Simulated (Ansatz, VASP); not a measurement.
Two plane-wave programs on HgTe

```
CELL_PARAMETERS angstrom
4.70197 0.00000 0.00000
0.00000 6.64960 0.00000
0.00000 0.00000 24.40395
ATOMIC_POSITIONS crystal
Hg 0.50000 0.45042 0.33121
Hg 0.00000 0.02312 0.39755
Hg 0.50000 0.50548 0.50000
Hg 0.00000 0.02320 0.60243
Hg 0.50000 0.45043 0.66879
Te 0.00000 0.25008 0.29905
Te 0.50000 0.77075 0.40596
Te 0.00000 0.25567 0.50000
Te 0.50000 0.77078 0.59405
Te 0.00000 0.25007 0.70095
```

Alike in both runs: functional PBE; k mesh 8 × 5 × 1; occupations gaussian, width 0.1 eV; no spin polarisation.

Ansatz relaxed the structure, and its values are those at the end. VASP's run is a single point on that final structure, the one shown.

```csv
,VASP,Ansatz
version,VASP 6.6.1,Ansatz 0.2.0
potentials or method,"VASP PAW PBE potentials, release 64 (Hg, Te), cutoff 520 eV","scalar-relativistic, plane waves, PAW"
valence electrons in the cell,90,180
```

|  | VASP | Ansatz | Ansatz less VASP |
| --- | --- | --- | --- |
| gap on the k mesh at the Fermi level (eV) | 0.35 | 0.36 | +0.005 |
| least direct gap on the mesh (eV) | 0.35 | 0.36 | +0.005 |
| rms of the force components (eV/Å) | 0.009 | 0.005 | -0.0036 |

The functional is the same, so the differences come from potentials, cutoffs and numerics. VASP's potentials hold 90 valence electrons a cell and Ansatz's 180, so a difference there can come from the potentials and not from the codes. Ansatz's warnings: xc potential rough in thin density.

Neither program's run includes spin-orbit coupling.
